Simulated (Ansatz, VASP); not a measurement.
**Ag in VASP and in Ansatz**

Contents of INCAR:

```
SYSTEM = Ag
  PREC = Accurate
  ENCUT = 520
  EDIFF = 1E-6
  ISMEAR = -1
  SIGMA = 0.1
  LREAL = .FALSE.
  LASPH = .TRUE.
  NELM = 80
  ALGO = Normal
  ISIF = 2
  LWAVE = .FALSE.
  LCHARG = .FALSE.
  GGA = PS
  NBANDS = 12
```

Contents of KPOINTS:

```
regular mesh
0
G
  15 15 15
  0 0 0
```

File POSCAR:

```
Ag
1.0
   -1.6340619766      1.6340619766      1.6340619766
    1.6340619766     -1.6340619766      1.6340619766
    1.6340619766      1.6340619766     -1.6340619766
Ag
1
Direct
    0.0000000000      0.0000000000      0.0000000000
```

Input for Ansatz:

```yaml
crystal:
  lattice:
    - [-1.6340619766, 1.6340619766, 1.6340619766]
    - [1.6340619766, -1.6340619766, 1.6340619766]
    - [1.6340619766, 1.6340619766, -1.6340619766]
  atoms:
    - { symbol: Ag, position: [0.0, 0.0, 0.0] }
hamiltonian:
  xc: pbesol
  pseudopotentials:
    kind: paw
    azcp:
      Ag: "pseudopotentials/Ag.paw.azcp"
basis:
  ecutwfc: 420
  fft_grid_basis: typed
kpoints:
  mp_grid: { grid: [15, 15, 15], shift: [0, 0, 0] }
magnetization:
  spin_polarized: false
scf:
  occupations: { method: fermi_dirac, width: 0.1 }
  lower_state_search: "off"
output:
  stress: true
```

Alike in both runs: task single point; functional PBEsol; k mesh 15 × 15 × 15; occupations fermi-dirac, width 0.1 eV; no spin polarisation.

|  | VASP | Ansatz |
| --- | --- | --- |
| version | VASP 6.6.1 | Ansatz 0.2.0 |
| potentials or method | VASP PAW PBE potentials, release 64 (Ag), cutoff 520 eV | plane waves (420 eV) with PAW, scalar-relativistic |
| valence electrons in the cell | 11 | 19 |

VASP gave:

```
pressure (GPa) : -4.3
```

Task: What did Ansatz give for the same quantities?

Result: Pressure (GPa): -4.1.

VASP's potentials were made for PBE, not for PBEsol, and Ansatz warns of the same on its side. With one functional, cell and mesh, what is left measures potentials, basis and numerics. VASP's potentials hold 11 valence electrons a cell and Ansatz's 19, so a difference there can come from the potentials and not from the codes.
